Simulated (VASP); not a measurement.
Wanted: the native input for a VASP 6.6.1 run.

```
Task                   : single point
Functional             : PBE
Potentials or basis    : VASP PAW PBE potentials, release 64 (Cd)
Cutoff                 : 500 eV
k mesh                 : 2 × 5 × 2
Occupations            : gaussian, width 0.1 eV
Spin                   : no spin polarisation
Dipole correction      : no
Further INCAR settings : ALGO = Normal; EDIFF = 1e-06; NBANDS = 19; ISYM = 0
```

The structure of Cd lies in POSCAR:

```
Cd
1.0
    2.9788725081      0.0000000000      0.0000000000
   -1.4894362540      2.5797792666      0.0000000000
    0.0000000000      0.0000000000      5.6176500000
Cd
2
Direct
    0.3333333333      0.6666666667      0.2500000000
    0.6666666667      0.3333333333      0.7500000000
```

These files were run (other wordings do the same):

INCAR

```
SYSTEM = Cd
PREC = Accurate
ENCUT = 500
EDIFF = 1E-6
ISMEAR = 0
SIGMA = 0.1
LREAL = .False.
LASPH = .True.
NELM = 120
ALGO = Normal
ISIF = 2
LWAVE = .False.
LCHARG = .False.
GGA = PE
ISYM = 0
NBANDS = 19
GGA_COMPAT = .False.
```

KPOINTS

```
Automatic mesh
0
Gamma
  2 5 2
  0 0 0
```

Potentials or basis: VASP PAW PBE potentials, release 64 (Cd).

Launch:

```console
$ cat potpaw_PBE.64/Cd/POTCAR > POTCAR
$ mpirun -np 1 vasp_std > vasp.out
```

Results of the run:

* Pressure: 2.9 GPa
* Largest force: 0.081 eV/Å
* Band gap on the k mesh: zero (bands 12 and 13 overlap by 3.94 eV)

Caveat: the k points lie up to 1.06 Å⁻¹ apart, too coarse for converged energies and pressures of a metal.

It took 13 s on 1 thread of Intel Xeon 8259CL, on a shared host, peak memory 0.16 GiB.
